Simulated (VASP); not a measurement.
# PbO2 (P4_2/mnm) in VASP: settings compared, part 2 of 3

VASP 6.6.1. The steps go on from the part before.

**3. Single point, PBEsol**

This run uses another cell than the first one, of 13.98 Å³/atom.

File INCAR:

```
SYSTEM = PbO2
PREC = Accurate
ENCUT = 520
EDIFF = 1E-7
ISMEAR = -1
SIGMA = 0.05
LREAL = .FALSE.
LASPH = .TRUE.
NELM = 100
ALGO = Normal
ISIF = 2
LWAVE = .FALSE.
LCHARG = .FALSE.
GGA = PS
NBANDS = 35
```

File KPOINTS:

```
Automatic mesh
0
G
  5 5 6
  0 0 0
```

File POSCAR:

```
PbO2
1.0
    4.9614809126      0.0000000000      0.0000000000
    0.0000000000      4.9614809126      0.0000000000
    0.0000000000      0.0000000000      3.4078002890
Pb O
2 4
Direct
    0.5000000000      0.5000000000      0.5000000000
    0.0000000000      0.0000000000      0.0000000000
    0.6925924728      0.6925924728      0.0000000000
    0.8074075272      0.1925924728      0.5000000000
    0.1925924728      0.8074075272      0.5000000000
    0.3074075272      0.3074075272      0.0000000000
```

Potentials or basis: VASP PAW PBE potentials, release 64 (Pb_d, O).

The run is started by

```bash
cat potpaw_PBE.64/Pb_d/POTCAR potpaw_PBE.64/O/POTCAR > POTCAR
mpirun -np 1 vasp_std > vasp.out
```

OUTCAR:

```text
SYSTEM = PbO2
   PREC = Accurate
   ENCUT = 520
   EDIFF = 1E-7
   ISMEAR = -1
   LREAL = .FALSE.
   LASPH = .TRUE.
   NELM = 100
   ISIF = 2
   GGA = PS

 ion  position               nearest neighbor table
   1  0.500  0.500  0.500-   4 2.16   5 2.16   3 2.17   6 2.17   3 2.17   6 2.17   2 3.90   2 3.90
                             2 3.90   2 3.90   2 3.90   2 3.90   2 3.90   2 3.90
   2  0.000  0.000  0.000-   3 2.16   6 2.16   5 2.17   4 2.17   4 2.17   5 2.17   1 3.90   1 3.90
                             1 3.90   1 3.90   1 3.90   1 3.90   1 3.90   1 3.90
   3  0.693  0.693  0.000-   2 2.16   1 2.17   1 2.17
   4  0.807  0.193  0.500-   1 2.16   2 2.17   2 2.17
   5  0.193  0.807  0.500-   1 2.16   2 2.17   2 2.17
   6  0.307  0.307  0.000-   2 2.16   1 2.17   1 2.17

  LATTYP: Found a simple tetragonal cell.
 ALAT       =     4.9614809126
 C/A-ratio  =     0.6868514359

  Lattice vectors:

 A1 = (   4.9614809126,   0.0000000000,   0.0000000000)
 A2 = (   0.0000000000,   4.9614809126,   0.0000000000)
 A3 = (   0.0000000000,   0.0000000000,   3.4078002890)

Analysis of symmetry for initial positions (statically):
=====================================================================
 Subroutine PRICEL returns:
 Original cell was already a primitive cell.

 Routine SETGRP: Setting up the symmetry group for a
 simple tetragonal supercell.

 Subroutine GETGRP returns: Found 16 space group operations
 (whereof  8 operations were pure point group operations)
 out of a pool of 16 trial point group operations.

The static configuration has the point symmetry D_2h.
 The point group associated with its full space group is D_4h.

Analysis of symmetry for dynamics (positions and initial velocities):
=====================================================================
 Subroutine PRICEL returns:
 Original cell was already a primitive cell.

 Routine SETGRP: Setting up the symmetry group for a
 simple tetragonal supercell.

 Subroutine GETGRP returns: Found 16 space group operations
[... 133 lines left out ...]
  Fermi-wavevector in a.u.,A,eV,Ry     =   1.395866  2.637804 26.510156  1.948441
  Thomas-Fermi vector in A             =   2.519276
   LORBIT       =      0    0 simple, 1 ext, 2 COOP (PROOUT), +10 PAW based schemes
   GGA     = PS    functional components
   LHFCALC =     F    Hartree Fock is set to
   AEXX    =    0.0000 exact exchange contribution
   IVDW    =     0    specifies the selected vdW correction
   LEPSILON=     F    determine dielectric tensor
   LRPA    =     F    only Hartree local field effects (RPA)
 non-spin polarized calculation
  energy-cutoff  :      520.00
  volume of cell :       83.89
 maximum number of plane-waves:      2281
 NGX is ok and might be reduce to    40
   NGX = 19   NGY = 19   NGZ = 13

 number of electron      52.0000007 magnetization

 Free energy of the ion-electron system (eV)
  ---------------------------------------------------
  ext. energy  EPLUGINS =         0.00000000
  ---------------------------------------------------
  free energy    TOTEN  =       -34.05889070 eV

  energy without entropy =      -34.05664119  energy(sigma->0) =      -34.05776595

 E-fermi :   4.2792     XC(G=0): -10.9532

 val. band max:        4.1320974026   @ k =   0.2000   0.0000   0.0000
 cond. band min:       4.2944143998   @ k =   0.0000   0.0000   0.0000
 fundamental gap:      0.1623169972
 Fermi energy:         4.2792243677

 k-point     1 :       0.0000    0.0000    0.0000
  band No.  band energies     occupation
      1     -14.0898      2.00000
      2     -13.9519      2.00000
      3     -12.2463      2.00000
      4     -12.2463      2.00000
      5     -11.3036      2.00000
      6     -11.0881      2.00000
[... 901 lines left out ...]
     34      14.3591      0.00000
     35      16.9514      0.00000

------------------------ aborting loop because EDIFF is reached ----------------------------------------

  FORCE on cell =-STRESS in cart. coord.  units (eV):
  Direction    XX          YY          ZZ          XY          YZ          ZX
  --------------------------------------------------------------------------------------
  -------------------------------------------------------------------------------------
  Total        1.1488018      1.1488018      1.2446969      0.0000000      0.0000000      0.0000000
  in kB       21.9411255     21.9411255     23.7726388      0.0000000      0.0000000      0.0000000
  external PRESSURE =      22.5516299 kB  Pullay stress =       0.0000000 kB

 VOLUME and BASIS-vectors are now :
 -----------------------------------------------------------------------------
  energy-cutoff  :      520.00
  volume of cell :       83.89
      direct lattice vectors                 reciprocal lattice vectors
     4.961480913  0.000000000  0.000000000     0.201552725  0.000000000  0.000000000
     0.000000000  4.961480913  0.000000000     0.000000000  0.201552725  0.000000000
     0.000000000  0.000000000  3.407800289     0.000000000  0.000000000  0.293444426

 POSITION                                       TOTAL-FORCE (eV/Angst)
 -----------------------------------------------------------------------------------
      2.48074      2.48074      1.70390         0.000000      0.000000      0.000000
      0.00000      0.00000      0.00000         0.000000      0.000000      0.000000
      3.43628      3.43628      0.00000         0.006135      0.006135      0.000000
      4.00594      0.95554      1.70390        -0.006135      0.006135      0.000000
      0.95554      4.00594      1.70390         0.006135     -0.006135      0.000000
      1.52520      1.52520      0.00000        -0.006135     -0.006135      0.000000
 -----------------------------------------------------------------------------------
    total drift:                               -0.000000     -0.000000      0.000000

  FREE ENERGIE OF THE ION-ELECTRON SYSTEM (eV)
  ---------------------------------------------------
  free  energy   TOTEN  =       -34.0588907040 eV

  energy  without entropy=      -34.0566411918  energy(sigma->0) =      -34.05776595
```

OSZICAR:

```text
N       E                     dE             d eps       ncg     rms          rms(c)
DAV:   1     0.675971214460E+03    0.67597E+03   -0.25620E+04  1680   0.181E+03
DAV:   2     0.555993767620E+02   -0.62037E+03   -0.58966E+03  1817   0.495E+02
DAV:   3    -0.343542103556E+02   -0.89954E+02   -0.87375E+02  2032   0.207E+02
DAV:   4    -0.389722531819E+02   -0.46180E+01   -0.45775E+01  2144   0.489E+01
DAV:   5    -0.391117824690E+02   -0.13953E+00   -0.13935E+00  2165   0.878E+00    0.129E+01
DAV:   6    -0.341149872104E+02    0.49968E+01   -0.14983E+01  2537   0.485E+01    0.434E+00
DAV:   7    -0.341140545348E+02    0.93268E-03   -0.15187E+00  1856   0.861E+00    0.269E+00
DAV:   8    -0.340823771048E+02    0.31677E-01   -0.36359E-01  2658   0.549E+00    0.112E+00
DAV:   9    -0.340576603931E+02    0.24717E-01   -0.71848E-02  2575   0.353E+00    0.113E-01
DAV:  10    -0.340589665077E+02   -0.13061E-02   -0.96319E-03  1915   0.540E-01    0.110E-01
DAV:  11    -0.340589075832E+02    0.58925E-04   -0.27664E-04  2679   0.176E-01    0.447E-02
DAV:  12    -0.340588928906E+02    0.14693E-04   -0.45146E-05  2023   0.466E-02    0.142E-02
DAV:  13    -0.340588910066E+02    0.18840E-05   -0.55489E-06  2769   0.276E-02    0.353E-03
DAV:  14    -0.340588907010E+02    0.30562E-06   -0.16379E-06  2593   0.161E-02    0.134E-03
DAV:  15    -0.340588907040E+02   -0.30586E-08   -0.80894E-08  1063   0.215E-03
   1 F= -.34058891E+02 E0= -.34057766E+02  d E =-.224951E-02
```

stdout:

```text
POSCAR found type information on POSCAR PbO
 POSCAR found :  2 types and       6 ions
 scaLAPACK will be used
 -----------------------------------------------------------------------------
|                                                                             |
|                                                                             |
|     You enforced a specific xc type in the INCAR file but a different       |
|     I HOPE YOU KNOW WHAT YOU ARE DOING!                                     |
|                                                                             |
 -----------------------------------------------------------------------------

 LDA part: xc-table for (Slater+PW92), standard interpolation
 POSCAR, INCAR and KPOINTS ok, starting setup
 FFT: planning ... GRIDC
 FFT: planning ... GRID_SOFT
 FFT: planning ... GRID
 WAVECAR not read
 entering main loop
```

It took 1.7 min on 1 thread of Intel Xeon 8259CL, shared host; peak memory 0.23 GiB.

What came out:

```
Free energy            : -34.0589 eV
Pressure               : 2.3 GPa
Largest force          : 0.009 eV/Å
Band gap on the k mesh : 0.16 eV (least direct gap 0.36 eV)
```

Forces on the atoms (eV/Å):
```
Pb   0.000  0.000  0.000
Pb   0.000  0.000  0.000
O    0.006  0.006  0.000
O   -0.006  0.006  0.000
O    0.006 -0.006  0.000
O   -0.006 -0.006  0.000
```

Levels at points of the mesh, in eV from the valence-band top:
```tsv
k point	band 24	band 25	band 26	band 27	band 28	band 29
(0.00, 0.00, 0.00)	-0.53	-0.53	-0.53	0.16	4.34	5.83
(0.00, 0.00, 0.50)	-1.08	-0.73	-0.73	3.87	3.87	8.91
```

Caveat: the PAW data sets were made with another functional, which shifts forces and pressure a little; spin-orbit coupling is left out, which moves the levels of the heavy elements; an odd mesh through Γ misses points on the zone boundary, where band edges can lie.

**4. Single point, PBEsol**

This run uses another cell than the first one, of 14.19 Å³/atom.

File INCAR:

```
PREC     = Accurate       # precision mode
ENCUT    = 520            # plane-wave cutoff, eV
EDIFF    = 1E-6           # SCF threshold, eV
ISMEAR   = -1             # smearing method
SIGMA    = 0.05           # smearing width, eV
LREAL    = F              # projectors in reciprocal space
LASPH    = T              # aspherical terms in the spheres
NELM     = 100            # most SCF steps
ALGO     = Normal         # electronic algorithm
ISIF     = 2              # what is computed and relaxed
LWAVE    = F              # write WAVECAR
LCHARG   = F              # write CHGCAR
GGA      = PS             # functional
NBANDS   = 35             # bands
```

File KPOINTS:

```
Automatic mesh
0
Gamma
  5 5 6
```

File POSCAR:

```
PbO2
1.0
    4.9971417101      0.0000000000      0.0000000000
    0.0000000000      4.9971417101      0.0000000000
    0.0000000000      0.0000000000      3.4106340902
Pb O
2 4
Direct
    0.5000000000      0.5000000000      0.5000000000
    0.0000000000      0.0000000000      0.0000000000
    0.6923418682      0.6923418682      0.0000000000
    0.8076581318      0.1923418682      0.5000000000
    0.1923418682      0.8076581318      0.5000000000
    0.3076581318      0.3076581318      0.0000000000
```

Potentials or basis: VASP PAW PBE potentials, release 64 (Pb_d, O).

The run is started by

```bash
cat potpaw_PBE.64/Pb_d/POTCAR potpaw_PBE.64/O/POTCAR > POTCAR
mpirun -np 1 vasp_std > vasp.out
```

OUTCAR:

```text
PREC = Accurate
   ENCUT = 520
   EDIFF = 1E-6
   ISMEAR = -1
   LREAL = F
   LASPH = T
   NELM = 100
   ISIF = 2
   GGA = PS

 ion  position               nearest neighbor table
   1  0.500  0.500  0.500-   4 2.17   5 2.17   3 2.18   6 2.18   3 2.18   6 2.18   2 3.92   2 3.92
                             2 3.92   2 3.92   2 3.92   2 3.92   2 3.92   2 3.92
   2  0.000  0.000  0.000-   3 2.17   6 2.17   5 2.18   4 2.18   4 2.18   5 2.18   1 3.92   1 3.92
                             1 3.92   1 3.92   1 3.92   1 3.92   1 3.92   1 3.92
   3  0.692  0.692  0.000-   2 2.17   1 2.18   1 2.18
   4  0.808  0.192  0.500-   1 2.17   2 2.18   2 2.18
   5  0.192  0.808  0.500-   1 2.17   2 2.18   2 2.18
   6  0.308  0.308  0.000-   2 2.17   1 2.18   1 2.18

  LATTYP: Found a simple tetragonal cell.
 ALAT       =     4.9971417101
 C/A-ratio  =     0.6825169843

  Lattice vectors:

 A1 = (   4.9971417101,   0.0000000000,   0.0000000000)
 A2 = (   0.0000000000,   4.9971417101,   0.0000000000)
 A3 = (   0.0000000000,   0.0000000000,   3.4106340902)

Analysis of symmetry for initial positions (statically):
[... 182 lines left out ...]
 E-fermi :   4.1140     XC(G=0): -10.8696

 val. band max:        3.9730436817   @ k =   0.2000   0.0000   0.0000
 cond. band min:       4.1356818781   @ k =   0.0000   0.0000   0.0000
 fundamental gap:      0.1626381964
 Fermi energy:         4.1140345929

 k-point     1 :       0.0000    0.0000    0.0000
  band No.  band energies     occupation
      1     -14.1653      2.00000
      2     -14.0477      2.00000
      3     -12.3741      2.00000
      4     -12.3741      2.00000
      5     -11.4518      2.00000
      6     -11.2546      2.00000
[... 901 lines left out ...]
     34      14.0741      0.00000
     35      16.6816      0.00000

------------------------ aborting loop because EDIFF is reached ----------------------------------------

  FORCE on cell =-STRESS in cart. coord.  units (eV):
  Direction    XX          YY          ZZ          XY          YZ          ZX
  --------------------------------------------------------------------------------------
  -------------------------------------------------------------------------------------
  Total        0.1019510      0.1019510      0.1940010      0.0000000      0.0000000      0.0000000
  in kB        1.9178889      1.9178889      3.6495222      0.0000000      0.0000000      0.0000000
  external PRESSURE =       2.4951000 kB  Pullay stress =       0.0000000 kB

 VOLUME and BASIS-vectors are now :
 -----------------------------------------------------------------------------
  energy-cutoff  :      520.00
  volume of cell :       85.17
      direct lattice vectors                 reciprocal lattice vectors
     4.997141710  0.000000000  0.000000000     0.200114397  0.000000000  0.000000000
     0.000000000  4.997141710  0.000000000     0.000000000  0.200114397  0.000000000
     0.000000000  0.000000000  3.410634090     0.000000000  0.000000000  0.293200611

 POSITION                                       TOTAL-FORCE (eV/Angst)
 -----------------------------------------------------------------------------------
      2.49857      2.49857      1.70532         0.000000      0.000000     -0.000000
      0.00000      0.00000      0.00000         0.000000      0.000000     -0.000000
      3.45973      3.45973      0.00000         0.007907      0.007907     -0.000000
      4.03598      0.96116      1.70532        -0.007907      0.007907     -0.000000
      0.96116      4.03598      1.70532         0.007907     -0.007907     -0.000000
      1.53741      1.53741      0.00000        -0.007907     -0.007907      0.000000
 -----------------------------------------------------------------------------------
    total drift:                                0.000000      0.000000     -0.000000

  FREE ENERGIE OF THE ION-ELECTRON SYSTEM (eV)
  ---------------------------------------------------
  free  energy   TOTEN  =       -34.0701957007 eV

  energy  without entropy=      -34.0675236926  energy(sigma->0) =      -34.06885970
```

Wall time 99 s (1 thread of Intel Xeon 8259CL, shared host); peak memory 0.23 GiB.

Results:

```
Free energy            : -34.0702 eV
Pressure               : 0.2 GPa
Largest force          : 0.011 eV/Å
Band gap on the k mesh : 0.16 eV (least direct gap 0.30 eV)
```

Forces on the atoms (eV/Å):
```
Pb   0.000  0.000  0.000
Pb   0.000  0.000  0.000
O    0.008  0.008  0.000
O   -0.008  0.008  0.000
O    0.008 -0.008  0.000
O   -0.008 -0.008  0.000
```

Caveat: the PAW data sets were made with another functional, which shifts forces and pressure a little; spin-orbit coupling is left out, which moves the levels of the heavy elements; an odd mesh through Γ misses points on the zone boundary, where band edges can lie.

(Part 2 of 3 ends here.)
